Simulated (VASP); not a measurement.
The system is Si3N2.

```
CELL_PARAMETERS angstrom
3.52208 0.00000 0.00000
0.00000 3.52208 0.00000
0.00000 0.00000 5.15455
ATOMIC_POSITIONS crystal
Si 0.50000 0.50000 0.00000
Si 0.00000 0.50000 0.64001
Si 0.50000 0.00000 0.35999
N 0.50000 0.50000 0.50000
N 0.00000 0.00000 0.50000
```

The cell was built from a structure type or drawn by symmetry, and may not be a known phase.

* Program: VASP 6.6.1
* Task: relaxation of cell and atoms
* Functional: PBE
* Potentials or basis: VASP PAW PBE potentials, release 64 (Si, N)
* Cutoff: 600 eV
* k mesh: 10 × 10 × 8
* Occupations: gaussian, width 0.1 eV
* Spin: no spin polarisation

At the start: pressure 0.0 GPa; volume 12.79 Å³/atom.

Q: Where does the relaxation end?

A: Over 11 steps the energy falls by 4.9 meV/atom and the volume is 13.05 Å³/atom (+2.0 %); space group P-4m2 (No. 115, to 0.1 Å) before and after.

The path:
```
step  energy change (eV)  largest force (eV/Å)  pressure (GPa)  volume (Å³)
   1              0.0000                0.3449            0.04        63.94
   2             -0.0123                0.1090            0.92        63.97
   3             -0.0154                0.0742            1.67        63.99
   4             -0.0222                0.0793            0.36        64.83
   5             -0.0230                0.0807           -0.32        65.29
   6             -0.0231                0.0807           -0.26        65.24
   7             -0.0243                0.0494           -0.11        65.24
   8             -0.0246                0.0286           -0.01        65.24
   9             -0.0246                0.0263            0.01        65.24
  10             -0.0246                0.0250            0.02        65.24
  11             -0.0246                0.0080           -0.05        65.25
```

Final structure:
```
CELL_PARAMETERS angstrom
3.50493 0.00000 0.00000
0.00000 3.50493 0.00000
0.00000 0.00000 5.31145
ATOMIC_POSITIONS crystal
Si 0.50000 0.50000 0.00000
Si 0.00000 0.50000 0.63303
Si 0.50000 0.00000 0.36697
N 0.50000 0.50000 0.50000
N 0.00000 0.00000 0.50000
```
